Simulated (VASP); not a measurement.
Here is a VASP 6.6.1 calculation.

File INCAR:

```
  PREC = Accurate
  ENCUT = 600
  EDIFF = 1E-6
  ISMEAR = 0
  SIGMA = 0.02
  LREAL = F
  LASPH = T
  NELM = 120
  ALGO = Normal
  ISIF = 2
  LWAVE = F
  LCHARG = T
  GGA = PS
  LELF = T
  LVHAR = T
  NBANDS = 11
  GGA_COMPAT = F
```

Contents of KPOINTS:

```
Automatic mesh
0
Gamma
  8 8 8
```

File POSCAR:

```
MgS
1.0
    0.0000000000      2.8258920348      2.8258920348
    2.8258920348      0.0000000000      2.8258920348
    2.8258920348      2.8258920348      0.0000000000
Mg S
1 1
Direct
    0.0000000000      0.0000000000      0.0000000000
    0.2500000000      0.2500000000      0.2500000000
```

Potentials or basis: VASP PAW PBE potentials, release 64 (Mg, S).

Launch:

```sh
$ cat potpaw_PBE.64/Mg/POTCAR potpaw_PBE.64/S/POTCAR > POTCAR
$ mpirun -np 1 vasp_std > vasp.out
```

Problem. What does it give for the pressure?

Solution. -0.1 GPa.

Problem. Estimate the band gap on the k mesh.

Solution. 3.32 eV, direct.

Caveat: the PAW data sets were made with another functional, which shifts forces and pressure a little. A k mesh can miss the band edges.
